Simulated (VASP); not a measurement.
# InSb: single point with PBE+D3(BJ)

System: InSb, a slab with vacuum.

```
Sb In
1.0
     9.25864    0.00000    0.00000
    -4.62932    8.01822    0.00000
     0.00000    0.00000   22.72478
Sb In
8 8
Cartesian
  4.6293 0.0000 8.0000
  2.3147 4.0091 8.0000
  0.0000 0.0000 8.0000
  -2.3147 4.0091 8.0000
  2.2741 6.6155 11.8811
  4.6293 2.6727 11.9516
  -2.2369 6.6799 11.8811
  -0.0372 2.7410 11.8811
  -2.3147 6.6819 8.9450
  0.0000 2.6727 8.9450
  2.3147 6.6819 8.9450
  4.6293 2.6727 8.9450
  0.0000 5.3455 12.9491
  2.2606 1.3507 12.6563
  4.6687 5.3851 12.6563
  6.9586 1.2824 12.6563
```

```
Program             : VASP 6.6.1
Task                : single point
Functional          : PBE
Dispersion          : D3(BJ)
Potentials or basis : VASP PAW PBE potentials, release 64 (Sb, In_d)
Cutoff              : 520 eV
k mesh              : 3 × 3 × 1
Occupations         : gaussian, width 0.1 eV
Spin                : no spin polarisation
```

- Largest force: 0.277 eV/Å
- Band gap on the k mesh: 0.05 eV
- Dispersion energy per atom: -0.219 eV

Forces on the atoms (eV/Å):
```
Sb   0.002  0.007  0.128
Sb   0.005 -0.006  0.128
Sb   0.000  0.000  0.172
Sb  -0.008 -0.002  0.128
Sb   0.039  0.022  0.149
Sb   0.000  0.000  0.025
Sb  -0.039  0.023  0.149
Sb  -0.001 -0.045  0.149
In   0.029 -0.026 -0.274
In   0.008  0.038 -0.274
In  -0.037 -0.012 -0.274
In   0.000  0.000 -0.086
In   0.000  0.000  0.096
In   0.015 -0.005 -0.073
In  -0.012 -0.011 -0.073
In  -0.003  0.016 -0.073
```

Levels at points of the mesh, in eV from the valence-band top:
```tsv
k point	band 70	band 71	band 72	band 73	band 74	band 75
(0.00, 0.00, 0.00)	-0.96	0.00	0.00	0.05	0.23	0.44
```

Run time: 30 min on 1 thread of Intel(R) Xeon(R) Platinum 8488C (Sapphire Rapids) (shared host), peak memory 1.7 GiB.

Caveat: semilocal functionals underestimate gaps, and a narrow one can read as zero; spin-orbit coupling is left out, which moves the levels of the heavy elements.
